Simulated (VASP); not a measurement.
La2Zr3O:

```
CELL_PARAMETERS angstrom
4.93609 0.00000 0.00000
-2.46804 4.27478 0.00000
0.00000 0.00000 6.16510
ATOMIC_POSITIONS crystal
La 0.33333 0.66667 0.50000
La 0.66667 0.33333 0.50000
Zr 0.50000 0.00000 0.00000
Zr 0.00000 0.50000 0.00000
Zr 0.50000 0.50000 0.00000
O 0.00000 0.00000 0.00000
```

The cell was generated, and may not be a known phase.

| Quantity | Value |
| --- | --- |
| Program | VASP 6.6.1 |
| Task | relaxation of cell and atoms |
| Functional | PBE |
| Potentials or basis | VASP PAW PBE potentials, release 64 (La, Zr_sv, O) |
| Cutoff | 600 eV |
| k mesh | 6 × 6 × 4 |
| Occupations | gaussian, width 0.1 eV |
| Spin | no spin polarisation |

At the start: pressure 19.0 GPa; volume 21.68 Å³/atom.

Question: Where does the relaxation end?

Answer: Over 6 steps the energy falls by 304.7 meV/atom and the volume is 26.73 Å³/atom (+23.3 %); space group P6/mmm (No. 191, to 0.1 Å) before and after.

Step by step:
```tsv
step	energy change (eV)	largest force (eV/Å)	pressure (GPa)	volume (Å³)
1	0.0000	0.0000	19.03	130.09
2	-1.3856	0.0000	-5.20	184.09
3	-1.8195	0.0000	-0.09	161.36
4	-1.8197	0.0000	-0.30	162.03
5	-1.8263	0.0000	-0.09	161.13
6	-1.8281	0.0000	0.10	160.35
```

Final structure:
```xyz
6
Lattice="5.4517 0.0000 0.0000 -2.7259 4.7214 0.0000 0.0000 0.0000 6.2298" Properties=species:S:1:pos:R:3 pbc="T T T"
La    0.0000    3.1476    3.1149
La    2.7259    1.5738    3.1149
Zr    2.7259    0.0000    0.0000
Zr   -1.3629    2.3607    0.0000
Zr    1.3629    2.3607    0.0000
O     0.0000    0.0000    0.0000
```

Caveat: the volume moved by over 15 % at a fixed basis, so the end points are rough.
